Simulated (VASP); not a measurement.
Write the native input for VASP 6.6.1 that does the following.

```
Task                   : single point
Functional             : PBE
Dispersion             : D3(BJ)
Potentials or basis    : VASP PAW PBE potentials, release 64 (C, N, H)
Cutoff                 : 520 eV
k mesh                 : 4 × 4 × 1
Occupations            : gaussian, width 0.1 eV
Spin                   : no spin polarisation
Dipole correction      : yes
Further INCAR settings : ALGO = Normal; EDIFF = 1e-06; NBANDS = 12
```

The structure of CNH lies in POSCAR:

```
HCN
1.0
    5.3647950047      0.0000000000      0.0000000000
   -2.6823975023      4.6460487602      0.0000000000
    0.0000000000      0.0000000000     22.3803367787
C N H
1 1 1
Direct
    0.0035898701      0.3791724063      0.6464504573
   -0.0125797977      0.5953522084      0.6525852461
    0.0172699284      0.2113395303      0.6709846348
```

The input as run:

INCAR

```
SYSTEM = HCN
PREC     = Accurate       ! precision mode
ENCUT    = 520            ! plane-wave cutoff, eV
EDIFF    = 1E-6           ! SCF threshold, eV
ISMEAR   = 0              ! smearing method
SIGMA    = 0.1            ! smearing width, eV
LREAL    = .False.        ! projectors in reciprocal space
LASPH    = .True.         ! aspherical terms in the spheres
NELM     = 80             ! most SCF steps
ALGO     = Normal         ! electronic algorithm
ISIF     = 2              ! what is computed and relaxed
LWAVE    = .False.        ! write WAVECAR
LCHARG   = .False.        ! write CHGCAR
LDIPOL   = .True.       
IDIPOL   = 3            
DIPOL    = 0.5 0.5 0.657
GGA      = PE             ! functional
IVDW     = 12             ! dispersion correction
NBANDS   = 12             ! bands
```

KPOINTS

```
Automatic mesh
0
Gamma
  4 4 1
  0 0 0
```

Potentials or basis: VASP PAW PBE potentials, release 64 (C, N, H).

Command:

```bash
$ cat potpaw_PBE.64/C/POTCAR potpaw_PBE.64/N/POTCAR potpaw_PBE.64/H/POTCAR > POTCAR
$ mpirun -np 1 vasp_std > vasp.out
```

It gave:

```yaml
Largest_force: 5.289 eV/Å
Gap_between_the_frontier_levels: 5.78 eV
Dispersion_energy_per_atom: -0.013 eV
```

It took 85 s on 1 thread of AMD EPYC 9R14 (Zen 4) (shared host), peak memory 0.56 GiB.
